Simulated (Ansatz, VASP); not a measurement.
# MnS in VASP and in Ansatz

Contents of INCAR:

```
SYSTEM = MnS
ALGO     = Fast           ! electronic algorithm
EDIFF    = 1E-6           ! SCF threshold, eV
ENCUT    = 520            ! plane-wave cutoff, eV
GGA      = PE             ! functional
ISIF     = 2              ! what is computed and relaxed
ISMEAR   = 0              ! smearing method
ISPIN    = 2              ! spin polarisation
LASPH    = .TRUE.         ! aspherical terms in the spheres
LCHARG   = .TRUE.         ! write CHGCAR
LELF     = .TRUE.         ! ELF
LMAXMIX  = 4              ! l up to which the mixer works
LORBIT   = 11             ! projections on sites
LREAL    = .FALSE.        ! projectors in reciprocal space
LVHAR    = .TRUE.       
LWAVE    = .FALSE.        ! write WAVECAR
MAGMOM   = 4.65 0         ! initial moments
NBANDS   = 20             ! bands
NELM     = 150            ! most SCF steps
PREC     = Accurate       ! precision mode
SIGMA    = 0.05           ! smearing width, eV
```

KPOINTS

```
k-points
0
G
  12 12 12
  0 0 0
```

The input POSCAR:

```
MnS
1.0
    0.0000000000      2.5893887091      2.5893887091
    2.5893887091      0.0000000000      2.5893887091
    2.5893887091      2.5893887091      0.0000000000
Mn S
1 1
Direct
    0.0000000000      0.0000000000      0.0000000000
    0.5000000000      0.5000000000      0.5000000000
```

Input for Ansatz:

```yaml
crystal:
  lattice:
    - [0.0, 2.5893887091, 2.5893887091]
    - [2.5893887091, 0.0, 2.5893887091]
    - [2.5893887091, 2.5893887091, 0.0]
  atoms:
    - { symbol: Mn, position: [0.0, 0.0, 0.0], spin: 4.65 }
    - { symbol: S, position: [0.5, 0.5, 0.5] }
basis:
  ecutwfc: 420
  ecutrho_ratio: 4
kpoints:
  mp_grid: { grid: [12, 12, 12] }
hamiltonian:
  xc: pbe
scf:
  occupations: { method: gaussian, width: 0.05 }
output:
  forces: true
  stress: true
  eigenvalues: true
  populations: true
magnetization:
  spin_polarized: true
```

Alike in both runs: task single point; functional PBE; k mesh 12 × 12 × 12; occupations gaussian, width 0.05 eV; collinear spin.

```csv
,VASP,Ansatz
version,VASP 6.6.1,Ansatz 0.2.0
potentials or method,"VASP PAW PBE potentials, release 64 (Mn_pv, S), cutoff 520 eV","scalar-relativistic, plane waves, PAW"
valence electrons in the cell,19,21
```

|  | VASP | Ansatz | Ansatz less VASP |
| --- | --- | --- | --- |
| gap on the k mesh at the Fermi level (eV) | none | none | - |
| pressure (GPa) | -2.5 | -2.6 | -0.02 |
| net moment per atom (μB) | 2.31 | 2.31 | -0.002 |
| size of the moment on the site where the two differ most (μB) | 4.20 | 4.15 | -0.057 |

Site moments also hang on the region over which each program counts them. A gap of «none» marks a metal or a gap that the smearing closes. The functional is the same, so the differences come from potentials, cutoffs and numerics. VASP's potentials hold 19 valence electrons a cell and Ansatz's 21, so a difference there can come from the potentials and not from the codes.
